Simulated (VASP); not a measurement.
Al: single point with PBEsol

Crystal: Al.

```
Al
1.0
    -1.67980    1.67980    1.42783
     1.67980   -1.67980    1.42783
     1.67980    1.67980   -1.42783
Al
1
Cartesian
  0.0000 0.0000 0.0000
```

This cell differs from its parent crystal: ratio of the length along z to the lengths across it x 0.85, volume and fractional coordinates fixed.

```
Program             : VASP 6.6.1
Task                : single point
Functional          : PBEsol
Potentials or basis : VASP PAW PBE potentials, release 64 (Al)
Cutoff              : 520 eV
k mesh              : 24 × 24 × 24
Occupations         : gaussian, width 0.15 eV
Spin                : no spin polarisation
```

| Property | Result |
| --- | --- |
| Pressure | 2.5 GPa |
| Band gap on the k mesh | zero (an odd number of electrons rules out a gap without spin polarisation) |

Stress tensor (GPa, compression positive):
```
2.87 0.00 0.00
0.00 2.87 0.00
0.00 0.00 1.71
```

Levels at points of the mesh, in eV from the Fermi level:
```
           k point  band 1  band 2  band 3  band 4  band 5  band 6
(0.00, 0.00, 0.00)  -11.28   11.01   13.35   13.35   14.15   15.18
(0.50, 0.00, 0.00)   -4.05   -3.23    7.36    7.55    8.93   11.14
(0.50, 0.50, 0.00)   -4.88   -4.87   10.92   11.07   12.65   13.12
(0.50, 0.50, 0.50)    0.50    0.50    2.14    2.19    5.41    7.78
```

It took 2.2 min on 1 thread of Intel Xeon 8259CL, on a shared host, peak memory 0.23 GiB.

Caveat: the PAW data sets were made with another functional, which shifts forces and pressure a little.
